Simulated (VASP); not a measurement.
A run of VASP 6.6.1:

INCAR

```
SYSTEM = GaP3
  PREC = Accurate
  ENCUT = 500
  EDIFF = 1E-7
  ISMEAR = -1
  SIGMA = 0.01
  LREAL = .False.
  LASPH = .True.
  NELM = 120
  ALGO = Normal
  ISIF = 3
  LWAVE = .False.
  LCHARG = .False.
  GGA = CA
  IBRION = 2
  NSW = 60
  EDIFFG = -0.02
  GGA_COMPAT = .False.
  NELMIN = 4
```

The input KPOINTS:

```
Automatic mesh
0
Gamma
  5 5 5
  0 0 0
```

Contents of POSCAR:

```
GaP3
1.0
    0.0000000000      3.2750000000      3.2750000000
    3.2750000000      0.0000000000      3.2750000000
    3.2750000000      3.2750000000      0.0000000000
Ga P
1 3
Direct
    0.0000000000      0.0000000000      0.0000000000
    0.5000000000      0.5000000000      0.5000000000
    0.2500000000      0.2500000000      0.2500000000
    0.7500000000      0.7500000000      0.7500000000
```

Potentials or basis: VASP PAW LDA potentials, release 64 (Ga_d, P).

Run with:

```bash
$ cat potpaw_LDA.64/Ga_d/POTCAR potpaw_LDA.64/P/POTCAR > POTCAR
$ mpirun -np 1 vasp_std > vasp.out
```

Hardware: 1 thread of Intel(R) Xeon(R) Platinum 8488C (Sapphire Rapids) (shared host).

Q: Estimate the wall time of this run.

A: Wall time 37 s on 1 thread of Intel(R) Xeon(R) Platinum 8488C (Sapphire Rapids) (shared host), peak memory 0.18 GiB. Counts: scf iterations 30, k points 10, ion steps 3.
